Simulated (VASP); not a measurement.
# TaN (R-3m) in VASP: further runs, part 2 of 2

VASP 6.6.1. The steps go on from the part before.

## (4) Single point, PBEsol (11.30 Å³/atom)

This run uses another cell than the first one, of 11.30 Å³/atom.

INCAR reads:

```
SYSTEM = TaN
PREC = Accurate
ENCUT = 520
EDIFF = 1E-7
ISMEAR = 0
SIGMA = 0.15
LREAL = .FALSE.
LASPH = .TRUE.
NELM = 100
ALGO = Normal
ISIF = 2
LWAVE = .FALSE.
LCHARG = .FALSE.
GGA = PS
NBANDS = 15
```

KPOINTS reads:

```
regular mesh
0
G
  20 20 20
  0 0 0
```

POSCAR reads:

```
TaN
1.0
    0.0916410018      2.2910250459      2.2910250459
    2.2910250459      0.0916410018      2.2910250459
    2.2910250459      2.2910250459      0.0916410018
Ta N
1 1
Direct
    0.5000000000      0.5000000000      0.5000000000
    0.0000000000      0.0000000000      0.0000000000
```

Potentials or basis: VASP PAW PBE potentials, release 64 (Ta_pv, N).

Started as:

```bash
> cat potpaw_PBE.64/Ta_pv/POTCAR potpaw_PBE.64/N/POTCAR > POTCAR
> mpirun -np 1 vasp_std > vasp.out
```

OUTCAR:

```text
SYSTEM = TaN
   PREC = Accurate
   ENCUT = 520
   EDIFF = 1E-7
   ISMEAR = 0
   LREAL = .FALSE.
   LASPH = .TRUE.
   NELM = 100
   ISIF = 2
   GGA = PS

 ion  position               nearest neighbor table
   1  0.500  0.500  0.500-   2 2.25   2 2.25   2 2.25   2 2.25   2 2.25   2 2.25
   2  0.000  0.000  0.000-   1 2.25   1 2.25   1 2.25   1 2.25   1 2.25   1 2.25

  LATTYP: Found a trigonal (rhomboedric) cell.
 ALAT       =     3.2412944320
 COS(alpha) =     0.5395683453

  Lattice vectors:

 A1 = (   0.0916410018,   2.2910250459,   2.2910250459)
 A2 = (   2.2910250459,   0.0916410018,   2.2910250459)
 A3 = (   2.2910250459,   2.2910250459,   0.0916410018)

Analysis of symmetry for initial positions (statically):
=====================================================================
 Subroutine PRICEL returns:
 Original cell was already a primitive cell.

 Routine SETGRP: Setting up the symmetry group for a
 trigonal (rhombohedral) supercell.

 Subroutine GETGRP returns: Found 12 space group operations
 (whereof 12 operations were pure point group operations)
 out of a pool of 12 trial point group operations.

The static configuration has the point symmetry D_3d.

Analysis of symmetry for dynamics (positions and initial velocities):
=====================================================================
 Subroutine PRICEL returns:
 Original cell was already a primitive cell.

 Routine SETGRP: Setting up the symmetry group for a
 trigonal (rhombohedral) supercell.

 Subroutine GETGRP returns: Found 12 space group operations
 (whereof 12 operations were pure point group operations)
 out of a pool of 12 trial point group operations.

The dynamic configuration has the point symmetry D_3d.

 Subroutine INISYM returns: Found 12 space group operations
 (whereof 12 operations are pure point group operations),
 and found     1 'primitive' translations

----------------------------------------------------------------------------------------

                                     Primitive cell

  volume of cell :      22.6080

  direct lattice vectors                    reciprocal lattice vectors
     0.091641002  2.291025046  2.291025046    -0.231793953  0.222878801  0.222878801
     2.291025046  0.091641002  2.291025046     0.222878801 -0.231793953  0.222878801
     2.291025046  2.291025046  0.091641002     0.222878801  0.222878801 -0.231793953

  length of vectors
     3.241294432  3.241294432  3.241294432     0.391252292  0.391252292  0.391252292

  position of ions in fractional coordinates (direct lattice)
     0.500000000  0.500000000  0.500000000
     0.000000000  0.000000000  0.000000000

  ion indices of the primitive-cell ions
   primitive index   ion index
                 1           1
                 2           2

----------------------------------------------------------------------------------------

 KPOINTS: regular mesh

Automatic generation of k-mesh.
 Grid dimensions read from file:
 generate k-points for:   20   20   20

 Generating k-lattice:

  Cartesian coordinates                     Fractional coordinates (reciprocal lattice)
    -0.011589698  0.011143940  0.011143940     0.050000000  0.000000000 -0.000000000
     0.011143940 -0.011589698  0.011143940     0.000000000  0.050000000 -0.000000000
     0.011143940  0.011143940 -0.011589698     0.000000000  0.000000000  0.050000000

  Length of vectors
     0.019562615  0.019562615  0.019562615

[... 37 lines left out ...]
   total plane-waves  NPLWV =  13824
   dimension x,y,z NGX =    24 NGY =   24 NGZ =   24
   dimension x,y,z NGXF=    48 NGYF=   48 NGZF=   48
   ions per type =               1   1
   NGX,Y,Z   is equivalent  to a cutoff of  12.31, 12.31, 12.31 a.u.
   NGXF,Y,Z  is equivalent  to a cutoff of  24.62, 24.62, 24.62 a.u.
 SYSTEM =  TaN
   PREC   = accura    normal or accurate (medium, high low for compatibility)
   ISTART =      0    job   : 0-new  1-cont  2-samecut
   ICHARG =      2    charge: 1-file 2-atom 10-const
   ISPIN  =      1    spin polarized calculation?
   LNONCOLLINEAR =      F non collinear calculations
   LSORBIT =      F    spin-orbit coupling
   LASPH  =      T    aspherical Exc in radial PAW
   ENCUT  =  520.0 eV  38.22 Ry    6.18 a.u.   6.03  6.03  6.03*2*pi/ulx,y,z
   NELM   =    100;   NELMIN=  2; NELMDL= -5     # of ELM steps
   EDIFF  = 0.1E-06   stopping-criterion for ELM
   LREAL  =      F    real-space projection
   EDIFFG = 0.1E-05   stopping-criterion for IOM
   NSW    =      0    number of steps for IOM
   IBRION =     -1    ionic relax: 0-MD 1-quasi-New 2-CG
   NFREE  =      0    steps in history (QN), initial steepest desc. (CG)
   ISIF   =      2    stress and relaxation
   ISYM   =      2    0-nonsym 1-usesym 2-fastsym
   POTIM  = 0.5000    time-step for ionic-motion
   TEBEG  =    0.0;   TEEND  =   0.0 temperature during run
   PSTRESS=    0.0 pullay stress
   NELECT =      16.0000    total number of electrons
   NUPDOWN=      -1.0000    fix difference up-down
   EMIN   =  10.00;   EMAX   =-10.00  energy-range for DOS
   EFERMI =   0.00;   METHOD = LEGACY
   ISMEAR =     0;   SIGMA  =   0.15  broadening in eV -4-tet -1-fermi 0-gaus
   EFERMI_NEDOS =   21; number of points for ismear=-14 and -15
   IALGO  =     38    algorithm
   IMIX   =      4    mixing-type and parameters
     AMIX     =   0.40;   BMIX     =  1.00
     AMIX_MAG =   1.60;   BMIX_MAG =  1.00
  volume/ion in A,a.u.               =      11.30        76.28
  Fermi-wavevector in a.u.,A,eV,Ry     =   1.458906  2.756933 28.958749  2.128408
  Thomas-Fermi vector in A             =   2.575536
   LORBIT       =      0    0 simple, 1 ext, 2 COOP (PROOUT), +10 PAW based schemes
   GGA     = PS    functional components
   LHFCALC =     F    Hartree Fock is set to
   AEXX    =    0.0000 exact exchange contribution
   IVDW    =     0    specifies the selected vdW correction
   LEPSILON=     F    determine dielectric tensor
   LRPA    =     F    only Hartree local field effects (RPA)
 non-spin polarized calculation
 Gauss-broadening in eV      SIGMA  =   0.15
  energy-cutoff  :      520.00
  volume of cell :       22.61
 maximum number of plane-waves:       624
   NGX = 13   NGY = 13   NGZ = 13

 number of electron      16.0000003 magnetization

 Free energy of the ion-electron system (eV)
  ---------------------------------------------------
  ext. energy  EPLUGINS =         0.00000000
  ---------------------------------------------------
  free energy    TOTEN  =       -23.07986698 eV

  energy without entropy =      -23.06892097  energy(sigma->0) =      -23.07439398

 E-fermi :   8.6360     XC(G=0): -13.2549

 val. band max:        8.6357149603   @ k =   0.3000   0.1000   0.0500
 cond. band min:       8.6363176048   @ k =  -0.3000   0.0500   0.0000
 fundamental gap:      0.0006026445
 Fermi energy:         8.6360459898

 k-point     1 :       0.0000    0.0000    0.0000
  band No.  band energies     occupation
      1     -27.2239      2.00000
      2     -27.0934      2.00000
      3     -27.0934      2.00000
      4      -9.5991      2.00000
      5       4.8537      2.00000
      6       5.2215      2.00000
      7       5.2215      2.00000
      8       6.0828      2.00000
      9       6.9857      2.00000
     10       6.9857      2.00000
     11       8.7600      0.24272
     12       8.7600      0.24272
     13       9.8300      0.00000
     14      18.0841      0.00000
[... 401 lines left out ...]
      2     -27.2561      2.00000
      3     -27.1886      2.00000
      4      -7.4148      2.00000
      5      -0.2863      2.00000
      6       1.5306      2.00000
      7       2.1667      2.00000
      8       8.5991      1.27208
      9       9.3304      0.00000
     10      10.4887      0.00000
     11      13.1776      0.00000
     12      14.1630      0.00000
     13      14.9116      0.00000
     14      19.8937      0.00000
     15      20.9329      0.00000

 [... further k-points ...]

------------------------ aborting loop because EDIFF is reached ----------------------------------------

  FORCE on cell =-STRESS in cart. coord.  units (eV):
  Direction    XX          YY          ZZ          XY          YZ          ZX
  --------------------------------------------------------------------------------------
  -------------------------------------------------------------------------------------
  Total       -3.1193102     -3.1193102     -3.1193102     -0.2881974     -0.2881974     -0.2881974
  in kB     -221.0583918   -221.0583918   -221.0583918    -20.4238902    -20.4238902    -20.4238902
  external PRESSURE =    -221.0583918 kB  Pullay stress =       0.0000000 kB

 VOLUME and BASIS-vectors are now :
 -----------------------------------------------------------------------------
  energy-cutoff  :      520.00
  volume of cell :       22.61
      direct lattice vectors                 reciprocal lattice vectors
     0.091641002  2.291025046  2.291025046    -0.231793953  0.222878801  0.222878801
     2.291025046  0.091641002  2.291025046     0.222878801 -0.231793953  0.222878801
     2.291025046  2.291025046  0.091641002     0.222878801  0.222878801 -0.231793953

 POSITION                                       TOTAL-FORCE (eV/Angst)
 -----------------------------------------------------------------------------------
      2.33685      2.33685      2.33685         0.000000     -0.000000     -0.000000
      0.00000      0.00000      0.00000        -0.000000      0.000000      0.000000
 -----------------------------------------------------------------------------------
    total drift:                                0.000000     -0.000000     -0.000000

  FREE ENERGIE OF THE ION-ELECTRON SYSTEM (eV)
  ---------------------------------------------------
  free  energy   TOTEN  =       -23.0798669846 eV

  energy  without entropy=      -23.0689209747  energy(sigma->0) =      -23.07439398
```

It took 87 s on 1 thread of Intel Xeon 6975P-C (Granite Rapids), shared host; peak memory 0.36 GiB.

Results:

```yaml
Free_energy: -23.0799 eV
Pressure: -22.1 GPa
Band_gap_on_the_k_mesh: zero (bands 8 and 9 overlap by 3.13 eV)
```

Levels at points of the mesh, in eV from the Fermi level:
```
           k point  band 4  band 5  band 6  band 7  band 8  band 9  band 10  band 11  band 12  band 13
(0.00, 0.00, 0.00)  -18.24   -3.78   -3.41   -3.41   -2.55   -1.65    -1.65     0.12     0.12     1.19
(0.50, 0.00, 0.00)  -15.47   -9.81   -7.46   -6.89    0.95    2.33     2.45     3.61     6.95     7.16
(0.50, 0.50, 0.00)  -16.97   -6.43   -5.04   -4.55   -4.22    1.88     3.11     3.38     3.95     6.27
(0.50, 0.50, 0.50)  -15.64   -9.91   -6.71   -6.71    1.48    1.48     1.55     3.94     6.63     6.63
```

Caveat: the cell stands under tension; the PAW data sets were made with another functional, which shifts forces and pressure a little; spin-orbit coupling is left out, which moves the levels of the heavy elements.

## (5) Overview

| cell | gap on the mesh (eV) | pressure (GPa) |
| --- | --- | --- |
| a = 3.102 Å, angles 57.3°, 2 atoms | none | 23.9 |
| a = 2.979 Å, angles 62.7°, 2 atoms | none | 23.8 |
| a = 3.241 Å, angles 57.3°, 2 atoms | none | -22.1 |

Alike in all rows: task single point; level PBEsol; potentials or basis VASP PAW PBE potentials, release 64 (Ta_pv, N); no spin polarisation; k mesh 20 × 20 × 20; cutoff (eV) 520; smearing gaussian 0.15 eV.

Caveats: the PAW data sets were made with another functional, which shifts forces and pressure a little; spin-orbit coupling is left out, which moves the levels of the heavy elements; the cell stands under pressure (at least some runs); the cell stands under tension (at least some runs).

Absolute energies hang on the potentials; compare differences alone.
